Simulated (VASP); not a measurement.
Ni, 1 atom in the cell. Symmetry: P6/mmm, No. 191, hexagonal system. The conventional cell has a = 2.412 Å, b = 2.412 Å, c = 2.348 Å, α = 90.00°, β = 90.00°, γ = 120.00°. Within 3.1 Å of Ni (site symmetry 6/mmm) lie 8 Ni at 2.35 to 2.41 Å. 

| Quantity | Value |
| --- | --- |
| Program | VASP 6.6.1 |
| Task | single point |
| Functional | PBE |
| Potentials or basis | VASP PAW PBE potentials, release 64 (Ni) |
| Cutoff | 520 eV |
| k mesh | 27 × 27 × 24 |
| Occupations | gaussian, width 0.1 eV |
| Spin | collinear spin, ferromagnetic start |
| Starting moments | [-0.33] μB |
| Dipole correction | no |
| Further INCAR settings | ALGO = Normal; EDIFF = 1e-06; NBANDS = 15 |

Potentials or basis: VASP PAW PBE potentials, release 64 (Ni).

The run is started by

```sh
$ cat potpaw_PBE.64/Ni/POTCAR > POTCAR
$ mpirun -np 1 vasp_std > vasp.out
```

Hardware: 1 thread of Intel(R) Xeon(R) 6975P-C (Granite Rapids) (shared host).

Task: How long does it take, and how much memory?

Result: It took 2.1 min on 1 thread of Intel(R) Xeon(R) 6975P-C (Granite Rapids), on a shared host, peak memory 0.34 GiB. Counts: scf iterations 14, k points 975.
